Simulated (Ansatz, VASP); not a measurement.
## Two plane-wave programs on La2O3

Contents of INCAR:

```
PREC = Accurate
ENCUT = 600
EDIFF = 1E-6
ISMEAR = -1
SIGMA = 0.05
LREAL = F
LASPH = T
NELM = 150
ALGO = Normal
ISIF = 3
LWAVE = F
LCHARG = F
LMAXMIX = 6
LDAU = T
LDAUTYPE = 2
LDAUL = 3 -1
LDAUU = 8 0
LDAUJ = 0 0
LDAUPRINT = 1
GGA = PE
IBRION = 2
NSW = 60
EDIFFG = -0.01
```

The input KPOINTS:

```
Automatic mesh
0
Gamma
  8 8 5
```

Contents of POSCAR:

```
La2O3
1.0
    3.9307778780      0.0000000000      0.0000000000
   -1.9653889390      3.4041534990      0.0000000000
    0.0000000000      0.0000000000      6.1119535200
La O
2 3
Direct
    0.3333333333      0.6666666667      0.2462356800
    0.6666666667      0.3333333333      0.7537643200
    0.0000000000      0.0000000000      0.0000000000
    0.3333333333      0.6666666667      0.6458906500
    0.6666666667      0.3333333333      0.3541093500
```

The input input.yaml:

```yaml
crystal:
  lattice:
    - [3.930777878, 0.0, 0.0]
    - [-1.965388939, 3.404153499, 0.0]
    - [0.0, 0.0, 6.11195352]
  atoms:
    - { symbol: La, position: [0.3333333333, 0.6666666667, 0.24623568] }
    - { symbol: La, position: [0.6666666667, 0.3333333333, 0.75376432] }
    - { symbol: O, position: [0.0, 0.0, 0.0] }
    - { symbol: O, position: [0.3333333333, 0.6666666667, 0.64589065] }
    - { symbol: O, position: [0.6666666667, 0.3333333333, 0.35410935] }
hamiltonian:
  xc: pbe
  pseudopotentials: { kind: paw }
  hubbard: { sites: [{ species: La, l: f, u_eff: 8.0 }] }
kpoints:
  mp_grid: { grid: [8, 8, 5] }
scf:
  occupations: { method: fermi_dirac, width: 0.05 }
output:
  forces: true
  stress: true
  eigenvalues: true
relax:
  f_tol: 0.01
  max_steps: 40
  cell: { stress_tol: 0.05 }
```

Alike in both runs: task relaxation of cell and atoms; functional PBE; k mesh 8 × 8 × 5; occupations fermi-dirac, width 0.05 eV; no spin polarisation; Hubbard terms La f U = 8.0 eV.

|  | VASP | Ansatz |
| --- | --- | --- |
| version | VASP 6.6.1 | Ansatz 0.2.0 |
| potentials or method | VASP PAW PBE potentials, release 64 (La, O) | Ansatz PAW |
| plane-wave cutoff (eV) | 600 | 420 |
| valence electrons in the cell | 40 | 40 |

```tsv
	VASP	Ansatz	Ansatz less VASP
gap on the k mesh at the Fermi level, each at its own relaxed structure (eV)	3.82	3.82	-0.007
relaxed volume (Å³/atom)	17.27	17.15	-0.120
relaxed length of the cell vector where the two differ most in proportion (Å)	3.990	3.974	-0.0160
```

The programs project onto different local orbitals, so the same U acts differently, and such runs can settle in different states.

Neither program's run includes spin-orbit coupling. Noted on Ansatz's run: the magnetic or orbital state may not be the lowest; odd divisions of the mesh miss points on the zone boundary, where band edges often lie, so the gap on the mesh can be too wide; the plane-wave basis is chosen anew once the cell has moved, so the energies of steps on either side of that aren't comparable.
